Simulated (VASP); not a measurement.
# CsPbCl3 (Pm-3m) in VASP: notebook

Runs on CsPbCl3. Level: r2SCAN. Tasks: single point.

Program: VASP 6.6.1. These are calculated values, not measurements. Logs are shortened: lines on timing, memory, paths and dates and some standing lists are left out, and cuts for length are marked.

### Step 1. The cell of the first run

It takes space group Pm-3m (No. 221, cubic). Conventional cell: a = 5.733 Å, b = 5.733 Å, c = 5.733 Å, α = 90.00°, β = 90.00°, γ = 90.00°. Cs (site symmetry m-3m) has 12 Cl at 4.05 Å and 8 Pb at 4.96 Å within 5.3 Å. Within 3.8 Å of Pb (site symmetry m-3m) lie 6 Cl at 2.87 Å. Within 3.8 Å of Cl (site symmetry 4/mmm) lie 2 Pb at 2.87 Å.

### Step 2. Single point, r2SCAN (volume changed by +3%)

File POSCAR:

```
CsPbCl3
1.0
    5.7329382540      0.0000000000      0.0000000000
    0.0000000000      5.7329382540      0.0000000000
    0.0000000000      0.0000000000      5.7329382540
Cs Pb Cl
1 1 3
Direct
    0.0000000000      0.0000000000      0.0000000000
    0.5000000000      0.5000000000      0.5000000000
    0.5000000000      0.5000000000      0.0000000000
    0.0000000000      0.5000000000      0.5000000000
    0.5000000000      0.0000000000      0.5000000000
```

File INCAR.step1:

```
PREC = Accurate ; ENCUT = 520
ISMEAR = 0 ; SIGMA = 0.01
LREAL = F ; LASPH = T
NELM = 60 ; NBANDS = 30
GGA = PE ; ALGO = Normal
EDIFF = 1E-4 ; LWAVE = T
LCHARG = F
```

File INCAR.step2:

```
PREC = Accurate ; ENCUT = 520
EDIFF = 1E-6 ; ISMEAR = 0
SIGMA = 0.01 ; LREAL = F
LASPH = T ; NELM = 60
ALGO = Normal ; ISIF = 2
LWAVE = F ; LCHARG = T
METAGGA = R2SCAN ; LMIXTAU = T
LELF = T ; LVHAR = T
NBANDS = 30 ; ISTART = 1
```

File KPOINTS:

```
regular mesh
0
Gamma
  4 4 4
```

Potentials or basis: VASP PAW PBE potentials, release 64 (Cs_sv, Pb_d, Cl).

The run is started by

```sh
cat potpaw_PBE.64/Cs_sv/POTCAR potpaw_PBE.64/Pb_d/POTCAR potpaw_PBE.64/Cl/POTCAR > POTCAR
cp INCAR.step1 INCAR
mpirun -np 1 vasp_std > vasp.out
cp INCAR.step2 INCAR
mpirun -np 1 vasp_std > vasp.out
```

OUTCAR:

```text
PREC = Accurate
   ENCUT = 520
   EDIFF = 1E-6
   ISMEAR = 0
   LREAL = F
   LASPH = T
   NELM = 60
   ISIF = 2
   METAGGA = R2SCAN
   ISTART = 1

 ion  position               nearest neighbor table
   1  0.000  0.000  0.000-
   2  0.500  0.500  0.500-   3 2.87   4 2.87   5 2.87   3 2.87   5 2.87   4 2.87
   3  0.500  0.500  0.000-   2 2.87   2 2.87
   4  0.000  0.500  0.500-   2 2.87   2 2.87
   5  0.500  0.000  0.500-   2 2.87   2 2.87

  LATTYP: Found a simple cubic cell.
 ALAT       =     5.7329382540

  Lattice vectors:

 A1 = (   5.7329382540,   0.0000000000,   0.0000000000)
 A2 = (   0.0000000000,   5.7329382540,   0.0000000000)
 A3 = (   0.0000000000,   0.0000000000,   5.7329382540)

Analysis of symmetry for initial positions (statically):
=====================================================================
 Subroutine PRICEL returns:
 Original cell was already a primitive cell.

 Routine SETGRP: Setting up the symmetry group for a
 simple cubic supercell.

 Subroutine GETGRP returns: Found 48 space group operations
 (whereof 48 operations were pure point group operations)
 out of a pool of 48 trial point group operations.

The static configuration has the point symmetry O_h .

Analysis of symmetry for dynamics (positions and initial velocities):
=====================================================================
 Subroutine PRICEL returns:
 Original cell was already a primitive cell.

 Routine SETGRP: Setting up the symmetry group for a
 simple cubic supercell.

 Subroutine GETGRP returns: Found 48 space group operations
 (whereof 48 operations were pure point group operations)
 out of a pool of 48 trial point group operations.

The dynamic configuration has the point symmetry O_h .

 Subroutine INISYM returns: Found 48 space group operations
 (whereof 48 operations are pure point group operations),
 and found     1 'primitive' translations

----------------------------------------------------------------------------------------

                                     Primitive cell

  volume of cell :     188.4221

  direct lattice vectors                    reciprocal lattice vectors
     5.732938254  0.000000000  0.000000000     0.174430625  0.000000000  0.000000000
     0.000000000  5.732938254  0.000000000     0.000000000  0.174430625  0.000000000
     0.000000000  0.000000000  5.732938254     0.000000000  0.000000000  0.174430625

  length of vectors
     5.732938254  5.732938254  5.732938254     0.174430625  0.174430625  0.174430625

  position of ions in fractional coordinates (direct lattice)
     0.000000000  0.000000000  0.000000000
     0.500000000  0.500000000  0.500000000
     0.500000000  0.500000000  0.000000000
     0.000000000  0.500000000  0.500000000
     0.500000000  0.000000000  0.500000000

  ion indices of the primitive-cell ions
   primitive index   ion index
                 1           1
                 2           2
                 3           3
                 4           4
                 5           5

----------------------------------------------------------------------------------------

 KPOINTS: regular mesh

Automatic generation of k-mesh.
 Grid dimensions read from file:
 generate k-points for:    4    4    4

 Generating k-lattice:

  Cartesian coordinates                     Fractional coordinates (reciprocal lattice)
     0.043607656  0.000000000  0.000000000     0.250000000  0.000000000  0.000000000
     0.000000000  0.043607656  0.000000000     0.000000000  0.250000000  0.000000000
     0.000000000  0.000000000  0.043607656     0.000000000  0.000000000  0.250000000

  Length of vectors
     0.043607656  0.043607656  0.043607656

  Shift w.r.t. Gamma in fractional coordinates (k-lattice)
     0.000000000  0.000000000  0.000000000

 Subroutine IBZKPT returns following result:
 ===========================================

 Found     10 irreducible k-points:

 Following reciprocal coordinates:
            Coordinates               Weight
  0.000000  0.000000  0.000000      1.000000
  0.250000  0.000000  0.000000      6.000000
  0.500000  0.000000  0.000000      3.000000
  0.250000  0.250000  0.000000     12.000000
  0.500000  0.250000  0.000000     12.000000
  0.500000  0.500000  0.000000      3.000000
  0.250000  0.250000  0.250000      8.000000
  0.500000  0.250000  0.250000     12.000000
  0.500000  0.500000  0.250000      6.000000
  0.500000  0.500000  0.500000      1.000000
   k-points           NKPTS =     10   k-points in BZ     NKDIM =     10   number of bands    NBANDS=     30
   number of dos      NEDOS =    301   number of ions     NIONS =      5
   total plane-waves  NPLWV = 110592
   dimension x,y,z NGX =    48 NGY =   48 NGZ =   48
   dimension x,y,z NGXF=    96 NGYF=   96 NGZF=   96
   ions per type =               1   1   3
   NGX,Y,Z   is equivalent  to a cutoff of  13.92, 13.92, 13.92 a.u.
   NGXF,Y,Z  is equivalent  to a cutoff of  27.84, 27.84, 27.84 a.u.
 SYSTEM =  unknown system
   PREC   = accura    normal or accurate (medium, high low for compatibility)
   ISTART =      1    job   : 0-new  1-cont  2-samecut
   ICHARG =      0    charge: 1-file 2-atom 10-const
   ISPIN  =      1    spin polarized calculation?
   LNONCOLLINEAR =      F non collinear calculations
   LSORBIT =      F    spin-orbit coupling
   LASPH  =      T    aspherical Exc in radial PAW
   ENCUT  =  520.0 eV  38.22 Ry    6.18 a.u.  10.66 10.66 10.66*2*pi/ulx,y,z
   NELM   =     60;   NELMIN=  2; NELMDL=  0     # of ELM steps
   EDIFF  = 0.1E-05   stopping-criterion for ELM
   LREAL  =      F    real-space projection
   EDIFFG = 0.1E-04   stopping-criterion for IOM
   NSW    =      0    number of steps for IOM
   IBRION =     -1    ionic relax: 0-MD 1-quasi-New 2-CG
   NFREE  =      0    steps in history (QN), initial steepest desc. (CG)
   ISIF   =      2    stress and relaxation
   ISYM   =      2    0-nonsym 1-usesym 2-fastsym
   POTIM  = 0.5000    time-step for ionic-motion
   TEBEG  =    0.0;   TEEND  =   0.0 temperature during run
   PSTRESS=    0.0 pullay stress
   NELECT =      44.0000    total number of electrons
   NUPDOWN=      -1.0000    fix difference up-down
   EMIN   =  10.00;   EMAX   =-10.00  energy-range for DOS
   EFERMI =   0.00;   METHOD = LEGACY
   ISMEAR =     0;   SIGMA  =   0.01  broadening in eV -4-tet -1-fermi 0-gaus
   EFERMI_NEDOS =   21; number of points for ismear=-14 and -15
   IALGO  =     38    algorithm
   IMIX   =      4    mixing-type and parameters
     AMIX     =   0.40;   BMIX     =  1.00
     AMIX_MAG =   1.60;   BMIX_MAG =  1.00
  volume/ion in A,a.u.               =      37.68       254.31
  Fermi-wavevector in a.u.,A,eV,Ry     =   1.008127  1.905083 13.827866  1.016319
  Thomas-Fermi vector in A             =   2.140974
   LORBIT       =      0    0 simple, 1 ext, 2 COOP (PROOUT), +10 PAW based schemes
   METAGGA = R2SCAN    functional components
   LHFCALC =     F    Hartree Fock is set to
   AEXX    =    0.0000 exact exchange contribution
   IVDW    =     0    specifies the selected vdW correction
   LEPSILON=     F    determine dielectric tensor
   LRPA    =     F    only Hartree local field effects (RPA)
 non-spin polarized calculation
 Gauss-broadening in eV      SIGMA  =   0.01
  energy-cutoff  :      520.00
  volume of cell :      188.42
 maximum number of plane-waves:      5112
 NGX is ok and might be reduce to    48
   NGX = 21   NGY = 21   NGZ = 21

 number of electron      44.0000012 magnetization

 Free energy of the ion-electron system (eV)
  ---------------------------------------------------
  ext. energy  EPLUGINS =         0.00000000
  ---------------------------------------------------
  free energy    TOTEN  =      -108.16201835 eV

  energy without entropy =     -108.16201835  energy(sigma->0) =     -108.16201835

 E-fermi :   0.7857     XC(G=0):  -7.9418

 val. band max:        0.7304498818   @ k =   0.5000   0.5000   0.5000
 cond. band min:       3.3282149828   @ k =   0.5000   0.5000   0.5000
 fundamental gap:      2.5977651010
 Fermi energy:         0.7856706811

 k-point     1 :       0.0000    0.0000    0.0000
  band No.  band energies     occupation
      1     -20.9235      2.00000
      2     -16.3677      2.00000
      3     -16.3677      2.00000
      4     -16.1855      2.00000
      5     -16.1855      2.00000
      6     -16.1855      2.00000
[... 22 lines left out ...]
     29       7.2650      0.00000
     30       7.2650      0.00000

 k-point     2 :       0.2500    0.0000    0.0000
  band No.  band energies     occupation
      1     -20.9228      2.00000
      2     -16.3676      2.00000
      3     -16.3265      2.00000
      4     -16.1861      2.00000
      5     -16.1861      2.00000
      6     -16.1855      2.00000
[... 22 lines left out ...]
     29       7.0230      0.00000
     30       7.6678      0.00000

 k-point     3 :       0.5000    0.0000    0.0000
  band No.  band energies     occupation
      1     -20.9220      2.00000
      2     -16.3675      2.00000
      3     -16.2838      2.00000
      4     -16.1866      2.00000
      5     -16.1866      2.00000
      6     -16.1855      2.00000
[... 22 lines left out ...]
     29       7.3465      0.00000
     30       8.4066      0.00000

 k-point     4 :       0.2500    0.2500    0.0000
  band No.  band energies     occupation
      1     -20.9220      2.00000
      2     -16.3477      2.00000
      3     -16.3035      2.00000
      4     -16.1866      2.00000
      5     -16.1861      2.00000
      6     -16.1861      2.00000
[... 22 lines left out ...]
     29       7.2861      0.00000
     30       7.7653      0.00000

 k-point     5 :       0.5000    0.2500    0.0000
  band No.  band energies     occupation
      1     -20.9213      2.00000
      2     -16.3424      2.00000
      3     -16.2641      2.00000
      4     -16.1871      2.00000
      5     -16.1866      2.00000
      6     -16.1861      2.00000
[... 22 lines left out ...]
     29       7.5592      0.00000
     30       7.8801      0.00000

 k-point     6 :       0.5000    0.5000    0.0000
  band No.  band energies     occupation
      1     -20.9207      2.00000
      2     -16.3285      2.00000
      3     -16.2310      2.00000
      4     -16.1876      2.00000
      5     -16.1866      2.00000
      6     -16.1866      2.00000
[... 22 lines left out ...]
     29       7.7927      0.00000
     30       7.7927      0.00000

 k-point     7 :       0.2500    0.2500    0.2500
  band No.  band energies     occupation
      1     -20.9214      2.00000
      2     -16.3034      2.00000
      3     -16.3034      2.00000
      4     -16.1866      2.00000
      5     -16.1866      2.00000
      6     -16.1866      2.00000
[... 22 lines left out ...]
     29       7.6853      0.00000
     30       7.6853      0.00000

 k-point     8 :       0.5000    0.2500    0.2500
  band No.  band energies     occupation
      1     -20.9207      2.00000
      2     -16.3034      2.00000
      3     -16.2571      2.00000
      4     -16.1871      2.00000
      5     -16.1871      2.00000
      6     -16.1866      2.00000
[... 22 lines left out ...]
     29       7.6928      0.00000
     30       7.6974      0.00000

 k-point     9 :       0.5000    0.5000    0.2500
  band No.  band energies     occupation
      1     -20.9201      2.00000
      2     -16.2811      2.00000
      3     -16.2309      2.00000
      4     -16.1877      2.00000
      5     -16.1871      2.00000
      6     -16.1871      2.00000
[... 22 lines left out ...]
     29       7.3607      0.00000
     30       7.7489      0.00000

 k-point    10 :       0.5000    0.5000    0.5000
  band No.  band energies     occupation
      1     -20.9195      2.00000
      2     -16.2309      2.00000
      3     -16.2309      2.00000
      4     -16.1876      2.00000
      5     -16.1876      2.00000
      6     -16.1876      2.00000
[... 22 lines left out ...]
     29       7.1350      0.00000
     30       8.3273      0.00000

------------------------ aborting loop because EDIFF is reached ----------------------------------------

  FORCE on cell =-STRESS in cart. coord.  units (eV):
  Direction    XX          YY          ZZ          XY          YZ          ZX
  --------------------------------------------------------------------------------------
  -------------------------------------------------------------------------------------
  Total       -0.8304701     -0.8304701     -0.8304701     -0.0000000     -0.0000000     -0.0000000
  in kB       -7.0615949     -7.0615949     -7.0615949     -0.0000000     -0.0000000     -0.0000000
  external PRESSURE =      -7.0615949 kB  Pullay stress =       0.0000000 kB

 VOLUME and BASIS-vectors are now :
 -----------------------------------------------------------------------------
  energy-cutoff  :      520.00
  volume of cell :      188.42
      direct lattice vectors                 reciprocal lattice vectors
     5.732938254  0.000000000  0.000000000     0.174430625  0.000000000  0.000000000
     0.000000000  5.732938254  0.000000000     0.000000000  0.174430625  0.000000000
     0.000000000  0.000000000  5.732938254     0.000000000  0.000000000  0.174430625

 POSITION                                       TOTAL-FORCE (eV/Angst)
 -----------------------------------------------------------------------------------
      0.00000      0.00000      0.00000         0.000000      0.000000      0.000000
      2.86647      2.86647      2.86647         0.000000      0.000000      0.000000
      2.86647      2.86647      0.00000         0.000000      0.000000      0.000000
      0.00000      2.86647      2.86647         0.000000      0.000000      0.000000
      2.86647      0.00000      2.86647         0.000000      0.000000      0.000000
 -----------------------------------------------------------------------------------
    total drift:                                0.000000     -0.000000     -0.000000

  FREE ENERGIE OF THE ION-ELECTRON SYSTEM (eV)
  ---------------------------------------------------
  free  energy   TOTEN  =      -108.1620183537 eV

  energy  without entropy=     -108.1620183537  energy(sigma->0) =     -108.16201835
```

Wall time 3.2 min (1 thread of Intel Xeon 6975P-C, shared host); peak memory 0.39 GiB.

Results:

| Item | Value |
| --- | --- |
| Free energy | -108.1620 eV |
| Pressure | -0.7 GPa |
| Band gap on the k mesh | 2.60 eV, direct |

Caveat: the PAW data sets were made with another functional, which shifts forces and pressure a little; spin-orbit coupling is left out, which moves the levels of the heavy elements. A k mesh can miss the band edges.

### Step 3. Single point, r2SCAN (volume changed by +6%)

POSCAR, as its differences from that of step 2:

```diff
@@ -2,5 +2,5 @@
 1.0
-    5.7329382540      0.0000000000      0.0000000000
-    0.0000000000      5.7329382540      0.0000000000
-    0.0000000000      0.0000000000      5.7329382540
+    5.7880660421      0.0000000000      0.0000000000
+    0.0000000000      5.7880660421      0.0000000000
+    0.0000000000      0.0000000000      5.7880660421
 Cs Pb Cl
```

File INCAR.step1:

```
ALGO     = Normal         # electronic algorithm
EDIFF    = 1E-4           # SCF threshold, eV
ENCUT    = 520            # plane-wave cutoff, eV
GGA      = PE             # functional
ISMEAR   = 0              # smearing method
LASPH    = T              # aspherical terms in the spheres
LCHARG   = F              # write CHGCAR
LREAL    = F              # projectors in reciprocal space
LWAVE    = T              # write WAVECAR
NBANDS   = 30             # bands
NELM     = 60             # most SCF steps
PREC     = Accurate       # precision mode
SIGMA    = 0.01           # smearing width, eV
```

File INCAR.step2:

```
ALGO     = Normal         # electronic algorithm
EDIFF    = 1E-6           # SCF threshold, eV
ENCUT    = 520            # plane-wave cutoff, eV
ISIF     = 2              # what is computed and relaxed
ISMEAR   = 0              # smearing method
ISTART   = 1            
LASPH    = T              # aspherical terms in the spheres
LCHARG   = T              # write CHGCAR
LELF     = T              # ELF
LMIXTAU  = T            
LREAL    = F              # projectors in reciprocal space
LVHAR    = T            
LWAVE    = F              # write WAVECAR
METAGGA  = R2SCAN         # meta-GGA
NBANDS   = 30             # bands
NELM     = 60             # most SCF steps
PREC     = Accurate       # precision mode
SIGMA    = 0.01           # smearing width, eV
```

File KPOINTS:

```
k-points
0
Gamma
  4 4 4
```

Potentials or basis: VASP PAW PBE potentials, release 64 (Cs_sv, Pb_d, Cl).

The run is started by

```sh
cat potpaw_PBE.64/Cs_sv/POTCAR potpaw_PBE.64/Pb_d/POTCAR potpaw_PBE.64/Cl/POTCAR > POTCAR
cp INCAR.step1 INCAR
mpirun -np 1 vasp_std > vasp.out
cp INCAR.step2 INCAR
mpirun -np 1 vasp_std > vasp.out
```

Wall time 2.9 min (1 thread of Intel Xeon 6975P-C, shared host); peak memory 0.39 GiB.

Results (log left out):

```
Free energy            : -108.1295 eV
Pressure               : -1.3 GPa
Band gap on the k mesh : 2.70 eV, direct
```

Levels at points of the mesh, in eV from the valence-band top:
| k point | band 18 | band 19 | band 20 | band 21 | band 22 | band 23 | band 24 | band 25 | band 26 | band 27 |
| --- | --- | --- | --- | --- | --- | --- | --- | --- | --- | --- |
| (0.00, 0.00, 0.00) | -2.08 | -2.08 | -2.00 | -2.00 | -2.00 | 4.29 | 5.32 | 5.32 | 6.27 | 6.27 |
| (0.50, 0.00, 0.00) | -2.17 | -2.16 | -2.08 | -2.08 | -1.42 | 3.60 | 5.60 | 5.85 | 5.85 | 6.12 |
| (0.50, 0.50, 0.00) | -2.28 | -2.23 | -2.23 | -1.72 | -0.68 | 3.19 | 3.19 | 5.48 | 6.37 | 6.56 |
| (0.50, 0.50, 0.50) | -2.28 | -1.71 | -1.71 | -1.71 | 0.00 | 2.70 | 2.70 | 2.70 | 6.17 | 6.55 |

Caveat: the PAW data sets were made with another functional, which shifts forces and pressure a little; spin-orbit coupling is left out, which moves the levels of the heavy elements. A k mesh can miss the band edges.
